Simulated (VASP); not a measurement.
# Y3Rh (Pnma) in VASP: single point with PBE

Aim: the single point of Y3Rh with PBE.

Program: VASP 6.6.1. These are calculated values, not measurements. Logs are shortened: lines on timing, memory, paths and dates and some standing lists are left out, and cuts for length are marked.

**1. The cell of the first run**

Symmetry: Pnma, No. 62, orthorhombic system. Conventional cell: a = 7.155 Å, b = 9.594 Å, c = 6.360 Å, α = 90.00°, β = 90.00°, γ = 90.00°. Y (site symmetry m) has 3 Rh at 2.77 to 3.88 Å and 12 Y at 3.59 to 3.97 Å within 4.0 Å. Within 3.8 Å of Y (site symmetry 1) lie 3 Rh at 2.85 to 3.38 Å and 10 Y at 3.56 to 3.71 Å. Within 3.6 Å of Rh (site symmetry m) lie 8 Y at 2.77 to 3.38 Å.

**2. Single point, PBE**

Input file INCAR:

```
SYSTEM = Y3Rh
PREC = Accurate
ENCUT = 520
EDIFF = 1E-6
ISMEAR = -1
SIGMA = 0.05
LREAL = Auto
LASPH = .True.
NELM = 100
ALGO = Normal
ISIF = 2
LWAVE = .False.
LCHARG = .True.
GGA = PE
LVHAR = .True.
NBANDS = 110
KPAR = 4
```

Input file KPOINTS:

```
regular mesh
0
Gamma
  5 4 5
  0 0 0
```

Input file POSCAR:

```
Y3Rh
1.0
    7.1551565201      0.0000000000      0.0000000000
    0.0000000000      9.5939287308      0.0000000000
    0.0000000000      0.0000000000      6.3599966607
Y Rh
12 4
Direct
    0.0370695255      0.2500000000      0.6388226660
    0.9629304745      0.7500000000      0.3611773340
    0.4629304745      0.7500000000      0.1388226660
    0.5370695255      0.2500000000      0.8611773340
    0.1765270884      0.0646582100      0.1736236564
    0.8234729116      0.9353417900      0.8263763436
    0.3234729116      0.9353417900      0.6736236564
    0.8234729116      0.5646582100      0.8263763436
    0.6765270884      0.0646582100      0.3263763436
    0.1765270884      0.4353417900      0.1736236564
    0.6765270884      0.4353417900      0.3263763436
    0.3234729116      0.5646582100      0.6736236564
    0.3834163475      0.2500000000      0.4457856210
    0.6165836525      0.7500000000      0.5542143790
    0.1165836525      0.7500000000      0.9457856210
    0.8834163475      0.2500000000      0.0542143790
```

Potentials or basis: VASP PAW PBE potentials, release 64 (Y_sv, Rh_pv).

On the command line:

```sh
$ cat potpaw_PBE.64/Y_sv/POTCAR potpaw_PBE.64/Rh_pv/POTCAR > POTCAR
$ mpirun -np 4 vasp_std > vasp.out
```

OUTCAR:

```text
SYSTEM = Y3Rh
   PREC = Accurate
   ENCUT = 520
   EDIFF = 1E-6
   ISMEAR = -1
   LREAL = Auto
   LASPH = .True.
   NELM = 100
   ISIF = 2
   GGA = PE

 ion  position               nearest neighbor table
   1  0.037  0.250  0.639-  13 2.77  16 2.86   6 3.59   8 3.59   5 3.59  10 3.59   7 3.66  12 3.66
                            11 3.71   9 3.71   4 3.85   4 3.85   5 3.97  10 3.97
   2  0.963  0.750  0.361-  14 2.77  15 2.86   5 3.59  10 3.59   8 3.59   6 3.59   9 3.66  11 3.66
                             7 3.71  12 3.71   3 3.85   3 3.85   8 3.97   6 3.97
   3  0.463  0.750  0.139-  15 2.77  14 2.86   9 3.59  11 3.59   7 3.59  12 3.59   5 3.66  10 3.66
                             6 3.71   8 3.71   2 3.85   2 3.85   7 3.97  12 3.97
   4  0.537  0.250  0.861-  16 2.77  13 2.86   7 3.59  12 3.59  11 3.59   9 3.59   8 3.66   6 3.66
                             5 3.71  10 3.71   1 3.85   1 3.85  11 3.97   9 3.97
   5  0.177  0.065  0.174-  16 2.85  13 2.89  15 3.38  10 3.56   7 3.57   7 3.57   6 3.58   2 3.59
                             1 3.59   3 3.66   9 3.71   9 3.71   4 3.71   1 3.97
   6  0.823  0.935  0.826-  15 2.85  14 2.89  16 3.38   8 3.56   9 3.57   9 3.57   5 3.58   1 3.59
                             2 3.59   4 3.66   7 3.71   7 3.71   3 3.71   2 3.97
   7  0.323  0.935  0.674-  14 2.85  15 2.89  13 3.38  12 3.56   5 3.57   5 3.57   9 3.58   4 3.59
                             3 3.59   1 3.66   6 3.71   6 3.71   2 3.71   3 3.97
   8  0.823  0.565  0.826-  15 2.85  14 2.89  16 3.38   6 3.56  11 3.57  11 3.57  10 3.58   1 3.59
                             2 3.59   4 3.66  12 3.71  12 3.71   3 3.71   2 3.97
   9  0.677  0.065  0.326-  13 2.85  16 2.89  14 3.38  11 3.56   6 3.57   6 3.57   7 3.58   3 3.59
[... 11 lines left out ...]
  15  0.117  0.750  0.946-   3 2.77   6 2.85   8 2.85   2 2.86   7 2.89  12 2.89  10 3.38   5 3.38

  16  0.883  0.250  0.054-   4 2.77   5 2.85  10 2.85   1 2.86   9 2.89  11 2.89   8 3.38   6 3.38

  LATTYP: Found a simple orthorhombic cell.
 ALAT       =     6.3599966607
 B/A-ratio  =     1.1250252008
 C/A-ratio  =     1.5084801522

  Lattice vectors:

 A1 = (   0.0000000000,   0.0000000000,   6.3599966607)
 A2 = (   7.1551565201,   0.0000000000,   0.0000000000)
 A3 = (   0.0000000000,   9.5939287308,   0.0000000000)

Analysis of symmetry for initial positions (statically):
=====================================================================
 Subroutine PRICEL returns:
 Original cell was already a primitive cell.

 Routine SETGRP: Setting up the symmetry group for a
 simple orthorhombic supercell.

 Subroutine GETGRP returns: Found  8 space group operations
 (whereof  2 operations were pure point group operations)
 out of a pool of  8 trial point group operations.

The static configuration has the point symmetry S_2 .
 The point group associated with its full space group is D_2h.

Analysis of symmetry for dynamics (positions and initial velocities):
=====================================================================
 Subroutine PRICEL returns:
 Original cell was already a primitive cell.

 Routine SETGRP: Setting up the symmetry group for a
 simple orthorhombic supercell.

 Subroutine GETGRP returns: Found  8 space group operations
 (whereof  2 operations were pure point group operations)
 out of a pool of  8 trial point group operations.

The dynamic configuration has the point symmetry S_2 .
 The point group associated with its full space group is D_2h.

 Subroutine INISYM returns: Found  8 space group operations
 (whereof  2 operations are pure point group operations),
 and found     1 'primitive' translations

----------------------------------------------------------------------------------------

                                     Primitive cell

  volume of cell :     436.5887

  direct lattice vectors                    reciprocal lattice vectors
     7.155156520  0.000000000  0.000000000     0.139759347  0.000000000  0.000000000
     0.000000000  9.593928731  0.000000000     0.000000000  0.104232586  0.000000000
     0.000000000  0.000000000  6.359996661     0.000000000  0.000000000  0.157232787

  length of vectors
     7.155156520  9.593928731  6.359996661     0.139759347  0.104232586  0.157232787

  position of ions in fractional coordinates (direct lattice)
     0.037069526  0.250000000  0.638822666
     0.962930474  0.750000000  0.361177334
     0.462930474  0.750000000  0.138822666
     0.537069526  0.250000000  0.861177334
     0.176527088  0.064658210  0.173623656
     0.823472912  0.935341790  0.826376344
[... 8 lines left out ...]
     0.116583652  0.750000000  0.945785621
     0.883416348  0.250000000  0.054214379

  ion indices of the primitive-cell ions
   primitive index   ion index
                 1           1
                 2           2
                 3           3
                 4           4
                 5           5
                 6           6
[... 8 lines left out ...]
                15          15
                16          16

----------------------------------------------------------------------------------------

 KPOINTS: regular mesh

Automatic generation of k-mesh.
 Grid dimensions read from file:
 generate k-points for:    5    4    5

 Generating k-lattice:

  Cartesian coordinates                     Fractional coordinates (reciprocal lattice)
     0.027951869  0.000000000  0.000000000     0.200000000  0.000000000  0.000000000
     0.000000000  0.026058146  0.000000000     0.000000000  0.250000000  0.000000000
     0.000000000  0.000000000  0.031446557     0.000000000  0.000000000  0.200000000

  Length of vectors
     0.027951869  0.026058146  0.031446557

  Shift w.r.t. Gamma in fractional coordinates (k-lattice)
     0.000000000  0.000000000  0.000000000

 Subroutine IBZKPT returns following result:
 ===========================================

 Found     27 irreducible k-points:

 Following reciprocal coordinates:
            Coordinates               Weight
  0.000000  0.000000  0.000000      1.000000
  0.200000  0.000000  0.000000      2.000000
  0.400000  0.000000  0.000000      2.000000
  0.000000  0.250000  0.000000      2.000000
  0.200000  0.250000  0.000000      4.000000
  0.400000  0.250000  0.000000      4.000000
[... 16 lines left out ...]
  0.200000  0.250000  0.400000      8.000000
  0.400000  0.250000  0.400000      8.000000
 [... further k-points ...]
   k-points           NKPTS =     27   k-points in BZ     NKDIM =     27   number of bands    NBANDS=    110
   number of dos      NEDOS =    301   number of ions     NIONS =     16
   total plane-waves  NPLWV = 186624
   dimension x,y,z NGX =    54 NGY =   72 NGZ =   48
   dimension x,y,z NGXF=   108 NGYF=  144 NGZF=   96
   ions per type =              12   4
   NGX,Y,Z   is equivalent  to a cutoff of  12.55, 12.48, 12.55 a.u.
   NGXF,Y,Z  is equivalent  to a cutoff of  25.09, 24.95, 25.09 a.u.
 SYSTEM =  Y3Rh
   PREC   = accura    normal or accurate (medium, high low for compatibility)
   ISTART =      0    job   : 0-new  1-cont  2-samecut
   ICHARG =      2    charge: 1-file 2-atom 10-const
   ISPIN  =      1    spin polarized calculation?
   LNONCOLLINEAR =      F non collinear calculations
   LSORBIT =      F    spin-orbit coupling
   LASPH  =      T    aspherical Exc in radial PAW
   ENCUT  =  520.0 eV  38.22 Ry    6.18 a.u.  13.30 17.84 11.83*2*pi/ulx,y,z
   NELM   =    100;   NELMIN=  2; NELMDL= -5     # of ELM steps
   EDIFF  = 0.1E-05   stopping-criterion for ELM
   LREAL  =      T    real-space projection
   EDIFFG = 0.1E-04   stopping-criterion for IOM
   NSW    =      0    number of steps for IOM
   IBRION =     -1    ionic relax: 0-MD 1-quasi-New 2-CG
   NFREE  =      0    steps in history (QN), initial steepest desc. (CG)
   ISIF   =      2    stress and relaxation
   ISYM   =      2    0-nonsym 1-usesym 2-fastsym
   POTIM  = 0.5000    time-step for ionic-motion
   TEBEG  =    0.0;   TEEND  =   0.0 temperature during run
   PSTRESS=    0.0 pullay stress
   NELECT =     192.0000    total number of electrons
   NUPDOWN=      -1.0000    fix difference up-down
   EMIN   =  10.00;   EMAX   =-10.00  energy-range for DOS
   EFERMI =   0.00;   METHOD = LEGACY
   ISMEAR =    -1;   SIGMA  =   0.05  broadening in eV -4-tet -1-fermi 0-gaus
   EFERMI_NEDOS =   21; number of points for ismear=-14 and -15
   IALGO  =     38    algorithm
   IMIX   =      4    mixing-type and parameters
     AMIX     =   0.40;   BMIX     =  1.00
     AMIX_MAG =   1.60;   BMIX_MAG =  1.00
  volume/ion in A,a.u.               =      27.29       184.14
  Fermi-wavevector in a.u.,A,eV,Ry     =   1.244948  2.352610 21.087595  1.549895
  Thomas-Fermi vector in A             =   2.379192
   LORBIT       =      0    0 simple, 1 ext, 2 COOP (PROOUT), +10 PAW based schemes
   GGA     = PE    functional components
   LHFCALC =     F    Hartree Fock is set to
   AEXX    =    0.0000 exact exchange contribution
   IVDW    =     0    specifies the selected vdW correction
   LEPSILON=     F    determine dielectric tensor
   LRPA    =     F    only Hartree local field effects (RPA)
 non-spin polarized calculation
  energy-cutoff  :      520.00
  volume of cell :      436.59
 maximum number of plane-waves:     11774
 NGX is ok and might be reduce to    54
   NGX = 27   NGY = 35   NGZ = 23

 number of electron     192.0000005 magnetization

 Free energy of the ion-electron system (eV)
  ---------------------------------------------------
  ext. energy  EPLUGINS =         0.00000000
  ---------------------------------------------------
  free energy    TOTEN  =      -114.47661658 eV

  energy without entropy =     -114.30754272  energy(sigma->0) =     -114.39207965

 E-fermi :   4.3010     XC(G=0): -10.0937

 val. band max:        4.2955381598   @ k =   0.0000   0.2500   0.2000
 cond. band min:       4.3019783474   @ k =   0.0000   0.5000   0.0000
 fundamental gap:      0.0064401875
 Fermi energy:         4.3009696677

 k-point     1 :       0.0000    0.0000    0.0000
  band No.  band energies     occupation
      1     -41.8329      2.00000
      2     -41.8328      2.00000
      3     -41.8288      2.00000
      4     -41.8288      2.00000
      5     -41.7677      2.00000
      6     -41.7674      2.00000
[... 2653 lines left out ...]
    107       5.4021      0.00000
    108       5.5377      0.00000

 [... further k-points ...]

 [bands above 108 left out]

------------------------ aborting loop because EDIFF is reached ----------------------------------------

  FORCE on cell =-STRESS in cart. coord.  units (eV):
  Direction    XX          YY          ZZ          XY          YZ          ZX
  --------------------------------------------------------------------------------------
  -------------------------------------------------------------------------------------
  Total       -0.1130663     -1.2890632     -0.8562922      0.0000000      0.0000000      0.0000000
  in kB       -0.4149267     -4.7305568     -3.1423897      0.0000000      0.0000000      0.0000000
  external PRESSURE =      -2.7626244 kB  Pullay stress =       0.0000000 kB

 VOLUME and BASIS-vectors are now :
 -----------------------------------------------------------------------------
  energy-cutoff  :      520.00
  volume of cell :      436.59
      direct lattice vectors                 reciprocal lattice vectors
     7.155156520  0.000000000  0.000000000     0.139759347  0.000000000  0.000000000
     0.000000000  9.593928731  0.000000000     0.000000000  0.104232586  0.000000000
     0.000000000  0.000000000  6.359996661     0.000000000  0.000000000  0.157232787

 POSITION                                       TOTAL-FORCE (eV/Angst)
 -----------------------------------------------------------------------------------
      0.26524      2.39848      4.06291        -0.011696      0.000000      0.012428
      6.88992      7.19545      2.29709         0.011696      0.000000     -0.012428
      3.31234      7.19545      0.88291         0.011696      0.000000      0.012428
      3.84282      2.39848      5.47708        -0.011696      0.000000     -0.012428
      1.26308      0.62033      1.10425        -0.005078      0.006792     -0.001777
      5.89208      8.97360      5.25575         0.005078     -0.006792      0.001777
[... 8 lines left out ...]
      0.83417      7.19545      6.01519        -0.016526      0.000000      0.016169
      6.32098      2.39848      0.34480         0.016526     -0.000000     -0.016169
 -----------------------------------------------------------------------------------
    total drift:                                0.000000      0.000000      0.000000

  FREE ENERGIE OF THE ION-ELECTRON SYSTEM (eV)
  ---------------------------------------------------
  free  energy   TOTEN  =      -114.4766165822 eV

  energy  without entropy=     -114.3075427224  energy(sigma->0) =     -114.39207965
```

Wall time 11 min (4 MPI ranks of AMD EPYC 7R13 (Zen 3), shared host); peak memory 0.97 GiB.

What came out:

| Property | Result |
| --- | --- |
| Free energy | -114.4766 eV |
| Pressure | -0.3 GPa |
| Largest force | 0.023 eV/Å |
| Band gap on the k mesh | zero (bands 96 and 97 overlap by 0.12 eV) |

Forces in eV/Å, atoms in the order of the input:
```
Y   -0.012  0.000  0.012
Y    0.012  0.000 -0.012
Y    0.012  0.000  0.012
Y   -0.012  0.000 -0.012
Y   -0.005  0.007 -0.002
Y    0.005 -0.007  0.002
Y    0.005 -0.007 -0.002
Y    0.005  0.007  0.002
Y   -0.005  0.007  0.002
Y   -0.005 -0.007 -0.002
Y   -0.005 -0.007  0.002
Y    0.005  0.007 -0.002
Rh   0.017  0.000  0.016
Rh  -0.017  0.000 -0.016
Rh  -0.017  0.000  0.016
Rh   0.017  0.000 -0.016
```

Stress tensor (GPa, compression positive):
```
-0.04  0.00  0.00
 0.00 -0.47  0.00
 0.00  0.00 -0.31
```

Levels at points of the mesh, in eV from the Fermi level:
```tsv
k point	band 92	band 93	band 94	band 95	band 96	band 97	band 98	band 99	band 100	band 101
(0.00, 0.00, 0.00)	-0.46	-0.39	-0.19	-0.15	-0.05	-0.04	0.05	0.30	0.30	0.35
(0.00, 0.50, 0.00)	-0.65	-0.43	-0.43	-0.06	-0.06	0.00	0.00	0.10	0.10	0.54
```
